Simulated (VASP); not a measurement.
# C8O in VASP: further runs, part 2 of 2

VASP 6.6.1. The steps go on from the part before.

### Step 4. Single point, PBE+D3(BJ)

INCAR

```
PREC = Accurate ; ENCUT = 520
EDIFF = 1E-7 ; ISMEAR = 0
SIGMA = 0.1 ; LREAL = False
LASPH = True ; NELM = 80
ALGO = Normal ; ISIF = 2
LWAVE = False ; LCHARG = False
LDIPOL = True ; IDIPOL = 3
DIPOL = 0.5 0.5 0.491 ; GGA = PE
IVDW = 12 ; NBANDS = 29
```

KPOINTS

```
regular mesh
0
Gamma
  12 12 1
```

POSCAR

```
C8O
1.0
    2.4649796670      0.0000000000      0.0000000000
   -1.2324898335      2.1347350114      0.0000000000
    0.0000000000      0.0000000000     29.1076495408
C O
8 1
Direct
    0.0000000000      0.0000000000      0.2920194646
    0.6666666667      0.3333333333      0.2920194566
    0.0000000000      0.0000000000      0.4077696707
    0.3333333333      0.6666666667      0.4077696627
    0.0000000000      0.0000000000      0.5235198769
    0.6666666667      0.3333333333      0.5235198689
    0.0000000000      0.0000000000      0.6392700831
    0.3333333333      0.6666666667      0.6392700751
    0.0000000000      0.2500000000      0.6937816939
```

Potentials or basis: VASP PAW PBE potentials, release 64 (C, O).

Command:

```console
$ cat potpaw_PBE.64/C/POTCAR potpaw_PBE.64/O/POTCAR > POTCAR
$ mpirun -np 1 vasp_std > vasp.out
```

OUTCAR:

```text
PREC = Accurate
   ENCUT = 520
   EDIFF = 1E-7
   ISMEAR = 0
   LREAL = False
   LASPH = True
   NELM = 80
   ISIF = 2
   GGA = PE
   IVDW = 12
 IVDW          = 12

 ion  position               nearest neighbor table
   1  0.000  0.000  0.292-   2 1.42   2 1.42   2 1.42
   2  0.667  0.333  0.292-   1 1.42   1 1.42   1 1.42
   3  0.000  0.000  0.408-   4 1.42   4 1.42   4 1.42
   4  0.333  0.667  0.408-   3 1.42   3 1.42   3 1.42
   5  0.000  0.000  0.524-   6 1.42   6 1.42   6 1.42
   6  0.667  0.333  0.524-   5 1.42   5 1.42   5 1.42
   7  0.000  0.000  0.639-   8 1.42   8 1.42   8 1.42   9 1.70
   8  0.333  0.667  0.639-   7 1.42   7 1.42   7 1.42   9 1.84
   9  0.000  0.250  0.694-   7 1.70   8 1.84

  LATTYP: Found a hexagonal cell.
 ALAT       =     2.4649796670
 C/A-ratio  =    11.8084745000

  Lattice vectors:

 A1 = (   2.4649796670,   0.0000000000,   0.0000000000)
 A2 = (  -1.2324898335,   2.1347350114,   0.0000000000)
 A3 = (   0.0000000000,   0.0000000000,  29.1076495408)

Analysis of symmetry for initial positions (statically):
=====================================================================
 Subroutine PRICEL returns:
 Original cell was already a primitive cell.

 Routine SETGRP: Setting up the symmetry group for a
 hexagonal supercell.

 Subroutine GETGRP returns: Found  1 space group operations
 (whereof  1 operations were pure point group operations)
 out of a pool of 24 trial point group operations.

The static configuration has the point symmetry C_1 .

Analysis of symmetry for dynamics (positions and initial velocities):
=====================================================================
 Subroutine PRICEL returns:
 Original cell was already a primitive cell.

 Routine SETGRP: Setting up the symmetry group for a
 hexagonal supercell.

 Subroutine GETGRP returns: Found  1 space group operations
 (whereof  1 operations were pure point group operations)
 out of a pool of 24 trial point group operations.

[... 148 lines left out ...]
  volume of cell :      153.17
 maximum number of plane-waves:      4180
   NGX =  9   NGY =  9   NGZ =109

 dipolmoment           0.000000      0.000000     -0.169623 electrons x Angstroem

 number of electron      37.9999995 magnetization

 dipolmoment           0.000000      0.000000      0.082382 electrons x Angstroem

 Free energy of the ion-electron system (eV)
  ---------------------------------------------------
  ext. energy  EPLUGINS =         0.00000000
  ---------------------------------------------------
  free energy    TOTEN  =       -75.93710799 eV

  energy without entropy =      -75.93010838  energy(sigma->0) =      -75.93360818

 E-fermi :  -0.4070     XC(G=0):  -5.6074

 val. band max:       -0.4145426933   @ k =   0.0833   0.0833   0.0000
 cond. band min:      -0.3985405828   @ k =   0.3333   0.3333   0.0000
 fundamental gap:      0.0160021105
 Fermi energy:        -0.4070494022

 k-point     1 :       0.0000    0.0000    0.0000
  band No.  band energies     occupation
      1     -23.0661      2.00000
      2     -20.3644      2.00000
      3     -20.0055      2.00000
      4     -19.8576      2.00000
      5     -17.8904      2.00000
      6      -9.1747      2.00000
[... 757 lines left out ...]
     28       7.5761      0.00000
     29       7.7881      0.00000

 [... further k-points ...]

------------------------ aborting loop because EDIFF is reached ----------------------------------------

 vacuum level on the upper side and lower side of the slab       (xc-potential included)         1.303        -1.445

 Edisp (eV)   -1.17490

 E8    (eV) :    -0.3384

  FORCE on cell =-STRESS in cart. coord.  units (eV):
  Direction    XX          YY          ZZ          XY          YZ          ZX
  --------------------------------------------------------------------------------------
  -------------------------------------------------------------------------------------
  Total       5.90048     7.03654    -5.40948    -0.24698     0.84261     2.06752
  in kB      61.72105    73.60469   -56.58503    -2.58353     8.81401    21.62702
  external pressure =       26.25 kB  Pullay stress =        0.00 kB

 VOLUME and BASIS-vectors are now :
 -----------------------------------------------------------------------------
  energy-cutoff  :      520.00
  volume of cell :      153.17
      direct lattice vectors                 reciprocal lattice vectors
     2.464979667  0.000000000  0.000000000     0.405682860  0.234221108  0.000000000
    -1.232489834  2.134735011  0.000000000     0.000000000  0.468442216  0.000000000
     0.000000000  0.000000000 29.107649541     0.000000000  0.000000000  0.034355230

 POSITION                                       TOTAL-FORCE (eV/Angst)
 -----------------------------------------------------------------------------------
      0.00000      0.00000      8.50000         0.000014     -0.000013      0.012015
      1.23249      0.71158      8.50000        -0.000022      0.000011     -0.011555
      0.00000      0.00000     11.86922        -0.000043      0.000496     -0.009224
     -0.00000      1.42316     11.86922         0.000023     -0.000310      0.009473
      0.00000      0.00000     15.23843         0.000428     -0.022176      0.010619
      1.23249      0.71158     15.23843        -0.001532      0.020243      0.024992
      0.00000      0.00000     18.60765        -0.784771      0.471147      2.450986
     -0.00000      1.42316     18.60765        -0.515170     -0.998027      0.802666
     -0.30812      0.53368     20.19435         1.301073      0.528628     -3.289972
 -----------------------------------------------------------------------------------
    total drift:                                0.000037      0.000011      0.000671

  FREE ENERGIE OF THE ION-ELECTRON SYSTEM (eV)
  ---------------------------------------------------
  free  energy   TOTEN  =       -77.1120124836 eV

  energy  without entropy=      -77.1050128762  energy(sigma->0) =      -77.10851268

 vacuum level on the upper side and lower side of the slab         6.691         3.863
```

OSZICAR:

```text
N       E                     dE             d eps       ncg     rms          rms(c)
DAV:   1     0.252318867058E+03    0.25232E+03   -0.17884E+04  4308   0.113E+03
DAV:   2    -0.556609349131E+02   -0.30798E+03   -0.29566E+03  5865   0.269E+02
DAV:   3    -0.801809576264E+02   -0.24520E+02   -0.24254E+02  5230   0.798E+01
[... 24 lines left out ...]
DAV:  28    -0.759371066274E+02   -0.69739E-06   -0.25923E-08  3634   0.914E-04    0.307E-04
DAV:  29    -0.759371072093E+02   -0.58194E-06   -0.83564E-09  3615   0.498E-04    0.196E-04
DAV:  30    -0.759371075822E+02   -0.37292E-06   -0.33887E-09  3472   0.289E-04    0.206E-04
DAV:  31    -0.759371078909E+02   -0.30869E-06   -0.29717E-09  3433   0.230E-04    0.144E-04
DAV:  32    -0.759371079874E+02   -0.96488E-07   -0.95140E-10  3476   0.162E-04
   1 F= -.77112012E+02 E0= -.77108513E+02  d E =-.699961E-02
```

stdout:

```text
POSCAR found type information on POSCAR C O
 POSCAR found :  2 types and       9 ions
 scaLAPACK will be used
 LDA part: xc-table for (Slater+PW92), standard interpolation
 POSCAR, INCAR and KPOINTS ok, starting setup
 FFT: planning ... GRIDC
 FFT: planning ... GRID_SOFT
 FFT: planning ... GRID
 WAVECAR not read
 entering main loop
```

Wall time 18 min (1 thread of Oxide Virtual Turin-like, shared host); peak memory 0.38 GiB.

Results:

```
Free energy                : -77.1120 eV
Largest force              : 3.577 eV/Å
Band gap on the k mesh     : zero (bands 19 and 20 overlap by 0.37 eV)
Dispersion energy per atom : -0.131 eV
```

Forces on the atoms (eV/Å):
```
C    0.000  0.000  0.012
C    0.000  0.000 -0.012
C    0.000  0.000 -0.009
C    0.000  0.000  0.009
C    0.000 -0.022  0.011
C   -0.002  0.020  0.025
C   -0.785  0.471  2.451
C   -0.515 -0.998  0.803
O    1.301  0.529 -3.290
```

Levels at points of the mesh, in eV from the Fermi level:
| k point | band 17 | band 18 | band 19 | band 20 | band 21 | band 22 |
| --- | --- | --- | --- | --- | --- | --- |
| (0.00, 0.00, 0.00) | -3.01 | -0.35 | -0.05 | 0.49 | 3.59 | 4.72 |
| (0.50, 0.00, 0.00) | -2.52 | -2.21 | -1.40 | 0.91 | 1.49 | 1.63 |
| (0.00, 0.50, 0.00) | -2.52 | -2.21 | -0.58 | -0.23 | 1.27 | 1.56 |
| (0.50, 0.50, 0.00) | -2.52 | -2.21 | -1.15 | 1.09 | 1.54 | 1.87 |

### Step 5. The runs side by side

```csv
cell,gap on the mesh (eV),largest force (eV/Å)
"as given, atomic positions A",none,0.10
"as given, atomic positions B",none,3.66
"as given, atomic positions C",none,3.58
```

Alike in all rows: task single point; level PBE+D3(BJ); potentials or basis VASP PAW PBE potentials, release 64 (C, O); no spin polarisation; k mesh 12 × 12 × 1; cutoff (eV) 520; smearing gaussian 0.1 eV.

Total energies depend on the potentials used, so only differences within one code and one set of settings carry meaning.
